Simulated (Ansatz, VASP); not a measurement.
NaLaMnMoO6 in VASP and in Ansatz

Contents of INCAR:

```
SYSTEM = NaLaMnMoO6
ALGO     = Normal         ! electronic algorithm
EDIFF    = 1E-6           ! SCF threshold, eV
ENCUT    = 600            ! plane-wave cutoff, eV
GGA      = CA             ! functional
GGA_COMPAT= .False.      
ISIF     = 2              ! what is computed and relaxed
ISMEAR   = -1             ! smearing method
ISPIN    = 2              ! spin polarisation
LASPH    = .True.         ! aspherical terms in the spheres
LCHARG   = .False.        ! write CHGCAR
LMAXMIX  = 6              ! l up to which the mixer works
LORBIT   = 11             ! projections on sites
LREAL    = .False.        ! projectors in reciprocal space
LWAVE    = .False.        ! write WAVECAR
MAGMOM   = 0 0 4 1 0 0 0 0 0 0 ! initial moments
NBANDS   = 56             ! bands
NELM     = 200            ! most SCF steps
PREC     = Accurate       ! precision mode
SIGMA    = 0.05           ! smearing width, eV
```

File KPOINTS:

```
k-points
0
Gamma
  5 5 5
  0 0 0
```

POSCAR

```
NaLaMnMoO6
1.0
   -2.7229400000      2.7229400000      3.8988900000
    2.7229400000     -2.7229400000      3.8988900000
    2.7229400000      2.7229400000     -3.8988900000
Na La Mn Mo O
1 1 1 1 6
Direct
    0.2500000000      0.7500000000      0.5000000000
    0.7500000000      0.2500000000      0.5000000000
    0.5000000000      0.5000000000      0.0000000000
    0.0000000000      0.0000000000      0.0000000000
    0.2076600000      0.2960700000      0.5037100000
    0.2960500000      0.7923400000      0.0884100000
    0.7923600000      0.7039500000      0.4962900000
    0.7039300000      0.2076400000      0.9115900000
    0.2519400000      0.2519400000      0.0000000000
    0.7480600000      0.7480600000      0.0000000000
```

The input input.yaml:

```yaml
crystal:
  lattice:
    - [-2.72294, 2.72294, 3.89889]
    - [2.72294, -2.72294, 3.89889]
    - [2.72294, 2.72294, -3.89889]
  atoms:
    - { symbol: Na, position: [0.25, 0.75, 0.5] }
    - { symbol: La, position: [0.75, 0.25, 0.5] }
    - { symbol: Mn, position: [0.5, 0.5, 0.0], spin: 4.0 }
    - { symbol: Mo, position: [0.0, 0.0, 0.0], spin: 1.0 }
    - { symbol: O, position: [0.20766, 0.29607, 0.50371] }
    - { symbol: O, position: [0.29605, 0.79234, 0.08841] }
    - { symbol: O, position: [0.79236, 0.70395, 0.49629] }
    - { symbol: O, position: [0.70393, 0.20764, 0.91159] }
    - { symbol: O, position: [0.25194, 0.25194, 0.0] }
    - { symbol: O, position: [0.74806, 0.74806, 0.0] }
kpoints:
  mp_grid: { grid: [5, 5, 5] }
  band_path:
    path:
      - [0.0, 0.0, 0.0]
      - [0.0, 0.0, 0.5]
      - [-0.2438732594, 0.2438732594, 0.5]
      - [-0.3719366297, 0.3719366297, 0.3719366297]
      - [0.0, 0.0, 0.0]
      - [0.5, 0.5, -0.5]
      - [0.3719366297, 0.6280633703, -0.3719366297]
      - [0.0, 0.5, 0.0]
    npoints: 12
scf:
  occupations: { method: fermi_dirac, width: 0.05 }
hamiltonian:
  xc: lda
  pseudopotentials: { kind: all_electron, lapw: { basis_error: 0.002 } }
magnetization:
  spin_polarized: true
output:
  forces: true
  stress: true
  eigenvalues: true
```

Alike in both runs: functional LDA; k mesh 5 × 5 × 5; occupations fermi-dirac, width 0.05 eV; collinear spin.

```csv
,VASP,Ansatz
version,VASP 6.6.1,Ansatz 0.2.0
potentials or method,"VASP PAW LDA potentials, release 64 (Na_pv, La, Mn_pv, Mo_sv, O), cutoff 600 eV","all-electron LAPW, scalar-relativistic"
task,single point,band structure
```

VASP gave:

```
gap on the k mesh at the Fermi level (eV)                     : none
pressure (GPa)                                                : -12.4
traceless stress, the component that is largest in VASP (GPa) : -0.98
rms of the force components (eV/Å)                            : 0.045
net moment per atom (μB)                                      : 0.18
size of the moment on the site where the two differ most (μB) : 2.14
```

Question: Estimate Ansatz's values.

Answer: gap on the k mesh at the Fermi level (eV): none; pressure (GPa): -12.2; traceless stress, the component that is largest in VASP (GPa): -0.86; rms of the force components (eV/Å): 0.059; net moment per atom (μB): 0.20; size of the moment on the site where the two differ most (μB): 2.25.

LDA's correlation is that of Perdew and Zunger in VASP and of Perdew and Wang (1992) in Ansatz. Site moments also hang on the region over which each program counts them. Atom by atom the forces differ by 0.021 eV/Å (rms over components). A gap of «none» marks a metal or a gap that the smearing closes. Ansatz ran all-electron here, and VASP with PAW potentials.

Neither program's run includes spin-orbit coupling. Noted on Ansatz's run: the k mesh is thin for a metal, which can move the energy by tens of meV per atom.
